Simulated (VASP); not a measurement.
Crystal: MgCd3Te4.

```
Mg Cd Te
1.0
     6.42670   -0.02402   -0.08989
    -0.02402    6.76885   -0.02253
    -3.29123   -3.39495    6.50982
Mg Cd Te
1 3 4
Direct
  0.00410 0.00890 0.00522
  0.24525 0.74080 0.49907
  0.51459 0.50699 0.00538
  0.75178 0.25789 0.50303
  0.36849 0.87584 0.24966
  0.62756 0.62160 0.74876
  0.87612 0.36764 0.25754
  0.11210 0.12032 0.73134
```

| Property | Result |
| --- | --- |
| Program | VASP 6.6.1 |
| Task | relaxation of cell and atoms |
| Functional | PBE |
| Potentials or basis | VASP PAW PBE potentials, release 64 (Mg, Cd, Te) |
| Cutoff | 600 eV |
| k mesh | 2 × 2 × 2 |
| Occupations | gaussian, width 0.1 eV |
| Spin | no spin polarisation |

At the start: pressure 1.0 GPa; volume 35.08 Å³/atom.

**Question.** Where does the relaxation end?

**Answer.** Over 14 steps the energy falls by 23.6 meV/atom and the volume is 35.86 Å³/atom (+2.2 %); space group Cm (No. 8, to 0.05 Å).

Step by step:
| step | energy change (eV) | largest force (eV/Å) | pressure (GPa) | volume (Å³) |
| --- | --- | --- | --- | --- |
| 1 | 0.0000 | 0.9644 | 0.96 | 280.68 |
| 2 | -0.1081 | 0.5178 | -0.25 | 289.31 |
| 3 | -0.1195 | 0.3653 | -0.73 | 293.35 |
| 4 | -0.1667 | 0.1786 | -0.26 | 288.98 |
| 5 | -0.1784 | 0.1168 | 0.14 | 285.66 |
| 6 | -0.1840 | 0.0903 | 0.01 | 286.71 |
| 7 | -0.1848 | 0.0910 | -0.07 | 287.31 |
| 8 | -0.1872 | 0.0459 | -0.01 | 286.90 |
| 9 | -0.1879 | 0.0476 | 0.04 | 286.53 |
| 10 | -0.1884 | 0.0353 | -0.02 | 287.01 |
| 11 | -0.1885 | 0.0318 | -0.07 | 287.47 |
| 12 | -0.1888 | 0.0264 | -0.05 | 287.26 |
| 13 | -0.1889 | 0.0347 | -0.01 | 286.95 |
| 14 | -0.1891 | 0.0243 | 0.00 | 286.84 |

Final structure:
```cif
data_structure
_symmetry_space_group_name_H-M 'P 1'
_symmetry_Int_Tables_number 1
_cell_length_a 6.6166
_cell_length_b 6.6041
_cell_length_c 8.0561
_cell_angle_alpha 114.196
_cell_angle_beta 114.220
_cell_angle_gamma 89.959
_cell_volume 286.84
loop_
_atom_site_label
_atom_site_type_symbol
_atom_site_fract_x
_atom_site_fract_y
_atom_site_fract_z
_atom_site_occupancy
Mg1 Mg 0.00197 0.00161 0.99917 1
Cd1 Cd 0.24800 0.74768 0.49974 1
Cd2 Cd 0.50249 0.50111 0.00074 1
Cd3 Cd 0.74689 0.24875 0.49994 1
Te1 Te 0.36950 0.87563 0.24736 1
Te2 Te 0.63102 0.63168 0.75366 1
Te3 Te 0.87559 0.36863 0.24739 1
Te4 Te 0.12456 0.12490 0.75201 1
```

Caveat: the k points lie up to 0.53 Å⁻¹ apart in the final cell.
